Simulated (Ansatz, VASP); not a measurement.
## One calculation of Ru, two programs

```
Ru
1.0
     2.70000    0.00000    0.00000
    -1.35000    2.33827    0.00000
     0.00000    0.00000    4.27680
Ru
2
Direct
  0.00000 0.00000 0.00000
  0.33333 0.66667 0.50000
```

Alike in both runs: task relaxation of cell and atoms; functional PBEsol; k mesh 23 × 23 × 13; no spin polarisation.

|  | VASP | Ansatz |
| --- | --- | --- |
| version | VASP 6.6.1 | Ansatz 0.2.0 |
| potentials or method | VASP PAW PBE potentials, release 64 (Ru_pv) | plane-wave PAW, scalar-relativistic |
| plane-wave cutoff (eV) | 600 | 420 |
| occupations | methfessel-paxton of order 1, width 0.1 eV | cold, width 0.1 eV |
| valence electrons in the cell | 28 | 32 |

```csv
,VASP,Ansatz,Ansatz less VASP
relaxed volume (Å³/atom),13.31,13.32,+0.003
relaxed length of the cell vector where the two differ most in proportion (Å),2.690,2.691,+0.0003
```

VASP's potentials were made for PBE, not for PBEsol. VASP's potentials hold 28 valence electrons a cell and Ansatz's 32, so a difference there can come from the potentials and not from the codes.
